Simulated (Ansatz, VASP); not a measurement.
Co in VASP and in Ansatz

```
CELL_PARAMETERS angstrom
2.32663 0.00000 0.00000
0.00000 2.32663 0.00000
0.00000 0.00000 2.32663
ATOMIC_POSITIONS crystal
Co 0.00000 0.00000 0.00000
```

Alike in both runs: task single point; functional revPBE; k mesh 15 × 15 × 15; occupations fermi-dirac, width 0.05 eV; collinear spin.

```csv
,VASP,Ansatz
version,VASP 6.6.1,Ansatz 0.2.0
potentials or method,"VASP PAW PBE potentials, release 64 (Co), cutoff 520 eV","plane waves (420 eV) with PAW, scalar-relativistic"
valence electrons in the cell,9,17
```

Ansatz gave:

| Item | Value |
| --- | --- |
| pressure (GPa) | 6.1 |
| net moment per atom (μB) | 1.87 |
| size of the moment on the site where the two differ most (μB) | 1.89 |

Estimate VASP's values.

pressure (GPa): 5.4; net moment per atom (μB): 1.86; size of the moment on the site where the two differ most (μB): 1.87.

VASP's potentials were made for PBE, not for revPBE. Site moments also hang on the region over which each program counts them. VASP's potentials hold 9 valence electrons a cell and Ansatz's 17, so a difference there can come from the potentials and not from the codes.
